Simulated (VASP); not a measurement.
BN:

```
B N
1.0
     0.00000    1.79084    1.79084
     1.79084    0.00000    1.79084
     1.79084    1.79084    0.00000
B N
1 1
Direct
  0.50000 0.50000 0.50000
  0.00000 0.00000 0.00000
```

This cell differs from its parent crystal: Al replaced by B, lengths x 0.884, strained.

Base run:

* Program: VASP 6.6.1
* Functional: PBE
* Potentials or basis: VASP PAW PBE potentials, release 64 (B, N)
* Cutoff: 600 eV
* k mesh: 8 × 8 × 8
* Occupations: gaussian, width 0.1 eV
* Spin: no spin polarisation

Its results: band gap on the k mesh 0.77 eV, indirect (least direct gap 5.58 eV); pressure -22.6 GPa.

Task: The run is repeated on the same cell with these changes: k mesh from 8 × 8 × 8 to 14 × 14 × 14; occupations from gaussian, width 0.1 eV to gaussian, width 0.02 eV. What comes out?

Result: Band gap on the k mesh 0.69 eV, indirect (least direct gap 5.58 eV); pressure -22.5 GPa.

A k mesh can miss the band edges.
